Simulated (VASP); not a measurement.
A run of VASP 6.6.1 is set up as follows.

INCAR

```
SYSTEM = SiC
ALGO = Normal ; EDIFF = 1E-6
ENCUT = 520 ; GGA = PE
ISIF = 2 ; ISMEAR = -1
LASPH = .TRUE. ; LCHARG = .FALSE.
LREAL = .FALSE. ; LWAVE = .FALSE.
NBANDS = 16 ; NELM = 60
PREC = Accurate ; SIGMA = 0.02
```

File KPOINTS:

```
k-points
0
G
  8 6 8
  0 0 0
```

POSCAR

```
SiC
1.0
   -2.1898574504      2.1898574504      0.0000000000
    0.0000000000      0.0000000000      4.3797149007
    2.1898574504      2.1898574504      0.0000000000
Si C
2 2
Direct
    0.0000000000      0.0000000000      0.0000000000
    0.5000000000      0.5000000000      0.5000000000
    0.0000000000      0.2500000000      0.5000000000
    0.5000000000      0.7500000000      0.0000000000
```

Potentials or basis: VASP PAW PBE potentials, release 64 (Si, C).

Run with:

```sh
$ cat potpaw_PBE.64/Si/POTCAR potpaw_PBE.64/C/POTCAR > POTCAR
$ mpirun -np 1 vasp_std > vasp.out
```

Task: Predict the band gap on the k mesh.

Result: 1.37 eV.

Task: What does it give for the pressure?

Result: 0.0 GPa.

A k mesh can miss the band edges.
